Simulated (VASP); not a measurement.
# C in VASP: a series of runs

C is run at these levels: PBE+D3(BJ); tasks: single point.

All numbers are computed with VASP 6.6.1; they aren't measurements. Logs are shortened: lines on timing, memory, paths and dates and some standing lists are left out, and cuts for length are marked.

## (1) The cell of the first run

The cell holds a slab with vacuum, 4 atoms: a = 2.466 Å, b = 2.466 Å, c = 17.500 Å, α = 90.00°, β = 90.00°, γ = 120.00°.

## (2) Single point, PBE+D3(BJ) (layers slid over each other)

The input, INCAR:

```
PREC     = Accurate       # precision mode
ENCUT    = 520            # plane-wave cutoff, eV
EDIFF    = 1E-7           # SCF threshold, eV
ISMEAR   = 0              # smearing method
SIGMA    = 0.1            # smearing width, eV
LREAL    = False          # projectors in reciprocal space
LASPH    = True           # aspherical terms in the spheres
NELM     = 100            # most SCF steps
ALGO     = Normal         # electronic algorithm
ISIF     = 2              # what is computed and relaxed
LWAVE    = False          # write WAVECAR
LCHARG   = True           # write CHGCAR
LDIPOL   = True         
IDIPOL   = 3            
DIPOL    = 0.5 0.5 0.349
GGA      = PE             # functional
IVDW     = 12             # dispersion correction
LELF     = True           # ELF
LVHAR    = True         
LVACPOTAV= True         
NBANDS   = 16             # bands
```

The input, KPOINTS:

```
Automatic mesh
0
Gamma
  15 15 1
```

The input, POSCAR:

```
C
1.0
    2.4656524409      0.0000000000      0.0000000000
   -1.2328262205      2.1353176507      0.0000000000
    0.0000000000      0.0000000000     17.5000663885
C
4
Direct
    0.6666666667      0.3333333333      0.2571437784
    0.3333333333      0.6666666667      0.2571418816
    0.6666666667      0.6666666667      0.4405735508
    1.0000000000      0.3333333333      0.4405716540
```

Potentials or basis: VASP PAW PBE potentials, release 64 (C).

Run with:

```
$ cat potpaw_PBE.64/C/POTCAR > POTCAR
$ mpirun -np 1 vasp_std > vasp.out
```

OUTCAR:

```text
PREC = Accurate
   ENCUT = 520
   EDIFF = 1E-7
   ISMEAR = 0
   LREAL = False
   LASPH = True
   NELM = 100
   ISIF = 2
   GGA = PE
   IVDW = 12
 IVDW          = 12

 ion  position               nearest neighbor table
   1  0.667  0.333  0.257-   2 1.42   2 1.42   2 1.42
   2  0.333  0.667  0.257-   1 1.42   1 1.42   1 1.42
   3  0.667  0.667  0.441-   4 1.42   4 1.42   4 1.42
   4  0.000  0.333  0.441-   3 1.42   3 1.42   3 1.42

  LATTYP: Found a hexagonal cell.
 ALAT       =     2.4656524409
 C/A-ratio  =     7.0975398228

  Lattice vectors:

 A1 = (   2.4656524409,   0.0000000000,   0.0000000000)
 A2 = (  -1.2328262205,   2.1353176507,   0.0000000000)
 A3 = (   0.0000000000,   0.0000000000,  17.5000663885)

Analysis of symmetry for initial positions (statically):
=====================================================================
 Subroutine PRICEL returns:
 Original cell was already a primitive cell.

 Routine SETGRP: Setting up the symmetry group for a
 hexagonal supercell.

 Subroutine GETGRP returns: Found  4 space group operations
 (whereof  2 operations were pure point group operations)
 out of a pool of 24 trial point group operations.

The static configuration has the point symmetry C_1h.
 The point group associated with its full space group is C_2h.

Analysis of symmetry for dynamics (positions and initial velocities):
=====================================================================
 Subroutine PRICEL returns:
 Original cell was already a primitive cell.

 Routine SETGRP: Setting up the symmetry group for a
 hexagonal supercell.

 Subroutine GETGRP returns: Found  4 space group operations
 (whereof  2 operations were pure point group operations)
 out of a pool of 24 trial point group operations.

The dynamic configuration has the point symmetry C_1h.
 The point group associated with its full space group is C_2h.

 Subroutine INISYM returns: Found  4 space group operations
 (whereof  2 operations are pure point group operations),
 and found     1 'primitive' translations

----------------------------------------------------------------------------------------

                                     Primitive cell

  volume of cell :      92.1370

  direct lattice vectors                    reciprocal lattice vectors
     2.465652441  0.000000000  0.000000000     0.405572166  0.234157199  0.000000000
    -1.232826221  2.135317651  0.000000000     0.000000000  0.468314398  0.000000000
     0.000000000  0.000000000 17.500066388     0.000000000  0.000000000  0.057142640

  length of vectors
     2.465652441  2.465652441 17.500066388     0.468314398  0.468314398  0.057142640

  position of ions in fractional coordinates (direct lattice)
     0.666666667  0.333333333  0.257143778
     0.333333333  0.666666667  0.257141882
     0.666666667  0.666666667  0.440573551
     0.000000000  0.333333333  0.440571654

  ion indices of the primitive-cell ions
   primitive index   ion index
                 1           1
                 2           2
                 3           3
                 4           4

----------------------------------------------------------------------------------------

 KPOINTS: Automatic mesh

Automatic generation of k-mesh.
 Grid dimensions read from file:
 generate k-points for:   15   15    1

 Generating k-lattice:

  Cartesian coordinates                     Fractional coordinates (reciprocal lattice)
     0.027038144  0.015610480  0.000000000     0.066666667  0.000000000  0.000000000
     0.000000000  0.031220960  0.000000000     0.000000000  0.066666667  0.000000000
     0.000000000  0.000000000  0.057142640     0.000000000  0.000000000  1.000000000

  Length of vectors
     0.031220960  0.031220960  0.057142640

  Shift w.r.t. Gamma in fractional coordinates (k-lattice)
     0.000000000  0.000000000  0.000000000

 Subroutine IBZKPT returns following result:
 ===========================================

 Found     64 irreducible k-points:

 Following reciprocal coordinates:
            Coordinates               Weight
  0.000000  0.000000  0.000000      1.000000
  0.066667  0.000000  0.000000      4.000000
  0.000000  0.066667  0.000000      2.000000
  0.133333  0.000000  0.000000      4.000000
  0.000000  0.133333  0.000000      2.000000
  0.200000  0.000000  0.000000      4.000000
[... 16 lines left out ...]
 -0.266667  0.200000  0.000000      4.000000
  0.266667  0.066667  0.000000      4.000000
 [... further k-points ...]
   k-points           NKPTS =     64   k-points in BZ     NKDIM =     64   number of bands    NBANDS=     16
   number of dos      NEDOS =    301   number of ions     NIONS =      4
   total plane-waves  NPLWV =  45360
   dimension x,y,z NGX =    18 NGY =   18 NGZ =  140
   dimension x,y,z NGXF=    36 NGYF=   36 NGZF=  280
   ions per type =               4
   NGX,Y,Z   is equivalent  to a cutoff of  12.14, 12.14, 13.30 a.u.
   NGXF,Y,Z  is equivalent  to a cutoff of  24.27, 24.27, 26.60 a.u.
 SYSTEM =  unknown system
   PREC   = accura    normal or accurate (medium, high low for compatibility)
   ISTART =      0    job   : 0-new  1-cont  2-samecut
   ICHARG =      2    charge: 1-file 2-atom 10-const
   ISPIN  =      1    spin polarized calculation?
   LNONCOLLINEAR =      F non collinear calculations
   LSORBIT =      F    spin-orbit coupling
   LASPH  =      T    aspherical Exc in radial PAW
   ENCUT  =  520.0 eV  38.22 Ry    6.18 a.u.   4.58  4.58 32.54*2*pi/ulx,y,z
   NELM   =    100;   NELMIN=  2; NELMDL= -5     # of ELM steps
   EDIFF  = 0.1E-06   stopping-criterion for ELM
   LREAL  =      F    real-space projection
   EDIFFG = 0.1E-05   stopping-criterion for IOM
   NSW    =      0    number of steps for IOM
   IBRION =     -1    ionic relax: 0-MD 1-quasi-New 2-CG
   NFREE  =      0    steps in history (QN), initial steepest desc. (CG)
   ISIF   =      2    stress and relaxation
   ISYM   =      2    0-nonsym 1-usesym 2-fastsym
   POTIM  = 0.5000    time-step for ionic-motion
   TEBEG  =    0.0;   TEEND  =   0.0 temperature during run
   PSTRESS=    0.0 pullay stress
   NELECT =      16.0000    total number of electrons
   NUPDOWN=      -1.0000    fix difference up-down
   EMIN   =  10.00;   EMAX   =-10.00  energy-range for DOS
   EFERMI =   0.00;   METHOD = LEGACY
   ISMEAR =     0;   SIGMA  =   0.10  broadening in eV -4-tet -1-fermi 0-gaus
   EFERMI_NEDOS =   21; number of points for ismear=-14 and -15
   IALGO  =     38    algorithm
   IMIX   =      4    mixing-type and parameters
     AMIX     =   0.40;   BMIX     =  1.00
     AMIX_MAG =   1.60;   BMIX_MAG =  1.00
  volume/ion in A,a.u.               =      23.03       155.44
  Fermi-wavevector in a.u.,A,eV,Ry     =   0.913349  1.725980 11.350070  0.834207
  Thomas-Fermi vector in A             =   2.037850
   LORBIT       =      0    0 simple, 1 ext, 2 COOP (PROOUT), +10 PAW based schemes
   GGA     = PE    functional components
   LHFCALC =     F    Hartree Fock is set to
   AEXX    =    0.0000 exact exchange contribution
   IVDW    =    12    specifies the selected vdW correction
   LEPSILON=     F    determine dielectric tensor
   LRPA    =     F    only Hartree local field effects (RPA)
 non-spin polarized calculation
 Gauss-broadening in eV      SIGMA  =   0.10
  energy-cutoff  :      520.00
  volume of cell :       92.14
 maximum number of plane-waves:      2516
   NGX =  9   NGY =  9   NGZ = 65

 dipolmoment           0.000000      0.000000      0.000291 electrons x Angstroem

 number of electron      15.9999996 magnetization

 dipolmoment           0.000000      0.000000     -0.000130 electrons x Angstroem

 Free energy of the ion-electron system (eV)
  ---------------------------------------------------
  ext. energy  EPLUGINS =         0.00000000
  ---------------------------------------------------
  free energy    TOTEN  =       -36.84046527 eV

  energy without entropy =      -36.84046315  energy(sigma->0) =      -36.84046421

 E-fermi :  -0.8569     XC(G=0):  -4.4020

 val. band max:       -1.1051676319   @ k =   0.3333   0.3333   0.0000
 cond. band min:      -0.6086457631   @ k =   0.3333   0.3333   0.0000
 fundamental gap:      0.4965218689
 Fermi energy:        -0.8569066168

 k-point     1 :       0.0000    0.0000    0.0000
  band No.  band energies     occupation
      1     -20.4682      2.00000
      2     -20.2569      2.00000
      3      -9.0446      2.00000
      4      -7.8341      2.00000
      5      -3.8816      2.00000
      6      -3.8810      2.00000
[... 8 lines left out ...]
     15       7.4578      0.00000
     16       7.4951      0.00000

 k-point     2 :       0.0667    0.0000    0.0000
  band No.  band energies     occupation
      1     -20.3625      2.00000
      2     -20.1524      2.00000
      3      -8.9173      2.00000
      4      -7.7114      2.00000
      5      -4.3093      2.00000
      6      -4.2882      2.00000
[... 8 lines left out ...]
     15       7.5472      0.00000
     16       7.9188      0.00000

 k-point     3 :       0.0000    0.0667    0.0000
  band No.  band energies     occupation
      1     -20.3625      2.00000
      2     -20.1524      2.00000
      3      -8.9174      2.00000
      4      -7.7112      2.00000
      5      -4.3096      2.00000
      6      -4.2883      2.00000
[... 8 lines left out ...]
     15       7.5355      0.00000
     16       7.9094      0.00000
[... 362 lines left out ...]
 k-point    23 :      -0.2667    0.2000    0.0000
  band No.  band energies     occupation
      1     -19.1035      2.00000
      2     -18.9086      2.00000
      3      -7.8890      2.00000
      4      -7.8159      2.00000
      5      -7.4142      2.00000
      6      -6.2725      2.00000
[... 8 lines left out ...]
     15       7.5680      0.00000
     16       7.7482      0.00000

 k-point    24 :       0.2667    0.0667    0.0000
  band No.  band energies     occupation
      1     -18.2761      2.00000
      2     -18.0909      2.00000
      3      -9.6128      2.00000
      4      -9.5265      2.00000
      5      -6.6957      2.00000
      6      -6.6640      2.00000
[... 8 lines left out ...]
     15       7.5090      0.00000
     16       8.6661      0.00000

 [... further k-points ...]

------------------------ aborting loop because EDIFF is reached ----------------------------------------

 Edisp (eV)   -0.49413

 E8    (eV) :    -0.1485

  FORCE on cell =-STRESS in cart. coord.  units (eV):
  Direction    XX          YY          ZZ          XY          YZ          ZX
  --------------------------------------------------------------------------------------
  -------------------------------------------------------------------------------------
  Total       0.10558     0.03879     0.36941    -0.00000     0.00000     0.11346
  in kB       1.83592     0.67455     6.42364    -0.00000     0.00000     1.97297
  external pressure =        2.98 kB  Pullay stress =        0.00 kB

 VOLUME and BASIS-vectors are now :
 -----------------------------------------------------------------------------
  energy-cutoff  :      520.00
  volume of cell :       92.14
      direct lattice vectors                 reciprocal lattice vectors
     2.465652441  0.000000000  0.000000000     0.405572166  0.234157199  0.000000000
    -1.232826221  2.135317651  0.000000000     0.000000000  0.468314398  0.000000000
     0.000000000  0.000000000 17.500066388     0.000000000  0.000000000  0.057142640

 POSITION                                       TOTAL-FORCE (eV/Angst)
 -----------------------------------------------------------------------------------
      1.23283      0.71177      4.50003        -0.017674      0.001916     -0.061423
     -0.00000      1.42355      4.50000        -0.017674     -0.001916     -0.061423
      0.82188      1.42355      7.71007         0.017674     -0.001916      0.061423
     -0.41094      0.71177      7.71003         0.017674      0.001916      0.061423
 -----------------------------------------------------------------------------------
    total drift:                               -0.000001      0.000011     -0.029631

  FREE ENERGIE OF THE ION-ELECTRON SYSTEM (eV)
  ---------------------------------------------------
  free  energy   TOTEN  =       -37.3345944880 eV

  energy  without entropy=      -37.3345923764  energy(sigma->0) =      -37.33459343

 vacuum level on the upper side and lower side of the slab         3.444         3.449
```

It took 2.7 min on 1 thread of Intel Xeon Platinum 8375C at 2.90GHz (Ice Lake), shared host; peak memory 0.24 GiB.

Results:

```
Free energy                : -37.3346 eV
Largest force              : 0.064 eV/Å
Dispersion energy per atom : -0.124 eV
```

Forces on the atoms (eV/Å):
```
C   -0.018  0.002 -0.061
C   -0.018 -0.002 -0.061
C    0.018 -0.002  0.061
C    0.018  0.002  0.061
```

Caveat: the cell differs from its parent crystal (layers slid over each other).

## (3) Single point, PBE+D3(BJ) (layers slid over each other)

The input, INCAR:

```
SYSTEM = C
ALGO = Normal
DIPOL = 0.5 0.5 0.349
EDIFF = 1E-7
ENCUT = 520
GGA = PE
IDIPOL = 3
ISIF = 2
ISMEAR = 0
IVDW = 12
LASPH = .TRUE.
LCHARG = .FALSE.
LDIPOL = .TRUE.
LREAL = .FALSE.
LWAVE = .FALSE.
NBANDS = 16
NELM = 100
PREC = Accurate
SIGMA = 0.1
```

The input, KPOINTS:

```
k-points
0
G
  15 15 1
  0 0 0
```

POSCAR: that of step 2 with these lines changed.

```diff
@@ -10,3 +10,3 @@
     0.3333333333      0.6666666667      0.2571418816
-    0.6666666667      0.6666666667      0.4405735508
-    1.0000000000      0.3333333333      0.4405716540
+    0.6666666667      0.8333333333      0.4405735508
+    1.0000000000      0.5000000000      0.4405716540
```

Potentials or basis: VASP PAW PBE potentials, release 64 (C).

Run with:

```
$ cat potpaw_PBE.64/C/POTCAR > POTCAR
$ mpirun -np 1 vasp_std > vasp.out
```

Run time: 3.1 min. Hardware: 1 thread of Intel Xeon Platinum 8375C at 2.90GHz (Ice Lake), shared host; peak memory 0.23 GiB.

Results (log left out):

| Property | Result |
| --- | --- |
| Free energy | -37.3306 eV |
| Largest force | 0.076 eV/Å |
| Dispersion energy per atom | -0.124 eV |

Forces in eV/Å, atoms in the order of the input:
```
C   -0.018 -0.011 -0.073
C   -0.019 -0.011 -0.064
C    0.018  0.011  0.073
C    0.019  0.011  0.064
```

Caveat: the cell differs from its parent crystal (layers slid over each other).

## (4) Single point, PBE+D3(BJ) (layers slid over each other)

The input, INCAR:

```
PREC     = Accurate       # precision mode
ENCUT    = 520            # plane-wave cutoff, eV
EDIFF    = 1E-6           # SCF threshold, eV
ISMEAR   = 0              # smearing method
SIGMA    = 0.1            # smearing width, eV
LREAL    = F              # projectors in reciprocal space
LASPH    = T              # aspherical terms in the spheres
NELM     = 60             # most SCF steps
ALGO     = Normal         # electronic algorithm
ISIF     = 2              # what is computed and relaxed
LWAVE    = F              # write WAVECAR
LCHARG   = T              # write CHGCAR
LDIPOL   = T            
IDIPOL   = 3            
DIPOL    = 0.5 0.5 0.349
GGA      = PE             # functional
IVDW     = 12             # dispersion correction
LELF     = T              # ELF
LVHAR    = T            
LVACPOTAV= T            
NBANDS   = 16             # bands
```

The input, KPOINTS:

```
regular mesh
0
Gamma
  15 15 1
```

POSCAR: that of step 3 with these lines changed.

```diff
@@ -10,3 +10,3 @@
     0.3333333333      0.6666666667      0.2571418816
-    0.6666666667      0.8333333333      0.4405735508
-    1.0000000000      0.5000000000      0.4405716540
+    1.1666666667      0.6666666667      0.4405735508
+    1.5000000000      0.3333333333      0.4405716540
```

Run with:

```
$ cat potpaw_PBE.64/C/POTCAR > POTCAR
$ mpirun -np 1 vasp_std > vasp.out
```

Wall time 2.8 min (1 thread of Intel Xeon Platinum 8375C at 2.90GHz (Ice Lake), shared host); peak memory 0.23 GiB.

The run converged. Its results:

```yaml
Free_energy: -37.3173 eV
Largest_force: 0.095 eV/Å
Dispersion_energy_per_atom: -0.124 eV
```

Forces on the atoms (eV/Å):
```
C    0.020  0.001 -0.093
C    0.020 -0.001 -0.093
C   -0.020 -0.001  0.093
C   -0.020  0.001  0.093
```

Caveat: the cell differs from its parent crystal (layers slid over each other).

## (5) The runs side by side

```tsv
cell	largest force (eV/Å)
as given, atomic positions A	0.06
as given, atomic positions B	0.08
as given, atomic positions C	0.09
```

Alike in all rows: task single point; level PBE+D3(BJ); potentials or basis VASP PAW PBE potentials, release 64 (C); no spin polarisation; k mesh 15 × 15 × 1; cutoff (eV) 520; smearing gaussian 0.1 eV.

Absolute energies hang on the potentials; compare differences alone.
